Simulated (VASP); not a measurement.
The system is Ca3Mg.

```
Ca Mg
1.0
     0.00000    4.15993    4.15993
     4.15993    0.00000    4.15993
     4.15993    4.15993    0.00000
Ca Mg
3 1
Direct
  0.50000 0.50000 0.50000
  0.25000 0.25000 0.25000
  0.75000 0.75000 0.75000
  0.00000 0.00000 0.00000
```

* Program: VASP 6.6.1
* Task: relaxation of cell and atoms
* Functional: LDA
* Potentials or basis: VASP PAW LDA potentials, release 64 (Ca_sv, Mg)
* Cutoff: 600 eV
* k mesh: 5 × 5 × 5
* Occupations: fermi-dirac, width 0.1 eV
* Spin: no spin polarisation

At the start: pressure -2.0 GPa; volume 35.99 Å³/atom.

**Question.** Where does the relaxation end?

**Answer.** Over 3 steps the energy falls by 23.3 meV/atom and the volume is 32.55 Å³/atom (-9.6 %); space group Fm-3m (No. 225, to 0.05 Å).

The path:
```csv
step,energy change (eV),largest force (eV/Å),pressure (GPa),volume (Å³)
1,0.0000,0.0000,-1.98,143.97
2,-0.0804,0.0000,-0.81,134.91
3,-0.0933,0.0000,-0.05,130.19
```

Final structure:
```yaml
crystal:
  lattice:
    - [0.00000, 4.02272, 4.02272]
    - [4.02272, 0.00000, 4.02272]
    - [4.02272, 4.02272, 0.00000]
  atoms:
    - { symbol: Ca, position: [0.50000, 0.50000, 0.50000] }
    - { symbol: Ca, position: [0.25000, 0.25000, 0.25000] }
    - { symbol: Ca, position: [0.75000, 0.75000, 0.75000] }
    - { symbol: Mg, position: [0.00000, 0.00000, 0.00000] }
```
